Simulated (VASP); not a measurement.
Write the native input for VASP 6.6.1 that does the following.

| Property | Result |
| --- | --- |
| Task | single point |
| Functional | PBEsol |
| Potentials or basis | VASP PAW PBE potentials, release 64 (Cu) |
| Cutoff | 520 eV |
| k mesh | 24 × 24 × 12 |
| Occupations | gaussian, width 0.1 eV |
| Spin | no spin polarisation |
| Dipole correction | no |
| Further INCAR settings | ALGO = Fast; EDIFF = 1e-06; NBANDS = 18 |

The structure of Cu lies in POSCAR:

```
Cu
1.0
    2.5205910253      0.0000000000      0.0000000000
   -1.2602955127      2.1828958605      0.0000000000
    0.0000000000      0.0000000000      4.0341928015
Cu
2
Direct
    0.3333333333      0.6666666667      0.2500000000
    0.6666666667      0.3333333333      0.7500000000
```

This isn't the form of Cu at room conditions, which is fcc.

This cell differs from its parent crystal: strain along c alone, the other axes held: -2.0 %.

One way to write it, as run:

INCAR

```
PREC = Accurate
ENCUT = 520
EDIFF = 1E-6
ISMEAR = 0
SIGMA = 0.1
LREAL = False
LASPH = True
NELM = 80
ALGO = Fast
ISIF = 2
LWAVE = False
LCHARG = True
GGA = PS
LELF = True
LVHAR = True
NBANDS = 18
```

KPOINTS

```
regular mesh
0
Gamma
  24 24 12
```

Potentials or basis: VASP PAW PBE potentials, release 64 (Cu).

Run with:

```bash
$ cat potpaw_PBE.64/Cu/POTCAR > POTCAR
$ mpirun -np 1 vasp_std > vasp.out
```

Results of the run:

- Pressure: 4.5 GPa
- Band gap on the k mesh: zero (bands 11 and 12 overlap by 6.10 eV)

Caveat: the cell differs from its parent crystal (strain along c alone, the other axes held: -2.0 %); the stress differs along the axes, from 3 to 8 GPa; the PAW data sets were made with another functional, which shifts forces and pressure a little.

Wall time 4.8 min on 1 thread of Intel Xeon 8259CL (shared host), peak memory 0.25 GiB.
